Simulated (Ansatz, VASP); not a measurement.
**Ni in VASP and in Ansatz**

Contents of INCAR:

```
SYSTEM = Ni
  PREC = Accurate
  ENCUT = 520
  EDIFF = 1E-6
  ISMEAR = -1
  SIGMA = 0.05
  LREAL = .FALSE.
  LASPH = .TRUE.
  NELM = 150
  ALGO = Normal
  ISIF = 2
  LWAVE = .FALSE.
  LCHARG = .TRUE.
  ISPIN = 2
  MAGMOM = 0.575
  LORBIT = 11
  LMAXMIX = 4
  GGA = PE
  LELF = .TRUE.
  LVHAR = .TRUE.
  NBANDS = 15
```

The input KPOINTS:

```
Automatic mesh
0
G
  15 15 15
  0 0 0
```

The input POSCAR:

```
Ni
1.0
    2.2311976879      0.0000000000      0.0000000000
    0.0000000000      2.2311976879      0.0000000000
    0.0000000000      0.0000000000      2.2311976879
Ni
1
Direct
    0.0000000000      0.0000000000      0.0000000000
```

Input for Ansatz:

```yaml
crystal:
  lattice:
    - [2.2311976879, 0.0, 0.0]
    - [0.0, 2.2311976879, 0.0]
    - [0.0, 0.0, 2.2311976879]
  atoms:
    - { symbol: Ni, position: [0.0, 0.0, 0.0], spin: 0.575 }
hamiltonian:
  xc: pbe
  pseudopotentials:
    kind: paw
    azcp:
      Ni: "pseudopotentials/Ni.paw.azcp"
basis:
  ecutwfc: 420
  fft_grid_basis: typed
kpoints:
  mp_grid: { grid: [15, 15, 15], shift: [0, 0, 0] }
magnetization:
  spin_polarized: true
scf:
  occupations: { method: fermi_dirac, width: 0.05 }
  lower_state_search: "off"
output:
  stress: true
```

Alike in both runs: task single point; functional PBE; k mesh 15 × 15 × 15; occupations fermi-dirac, width 0.05 eV; collinear spin.

|  | VASP | Ansatz |
| --- | --- | --- |
| version | VASP 6.6.1 | Ansatz 0.2.0 |
| potentials or method | VASP PAW PBE potentials, release 64 (Ni), cutoff 520 eV | plane waves (420 eV) with PAW, scalar-relativistic |
| valence electrons in the cell | 10 | 18 |

|  | VASP | Ansatz | Ansatz less VASP |
| --- | --- | --- | --- |
| pressure (GPa) | 24.3 | 24.8 | +0.46 |
| net moment per atom (μB) | 0.38 | 0.39 | +0.005 |
| size of the moment on the site where the two differ most (μB) | 0.38 | 0.40 | +0.014 |

Site moments also hang on the region over which each program counts them. VASP's potentials hold 10 valence electrons a cell and Ansatz's 18, so a difference there can come from the potentials and not from the codes.
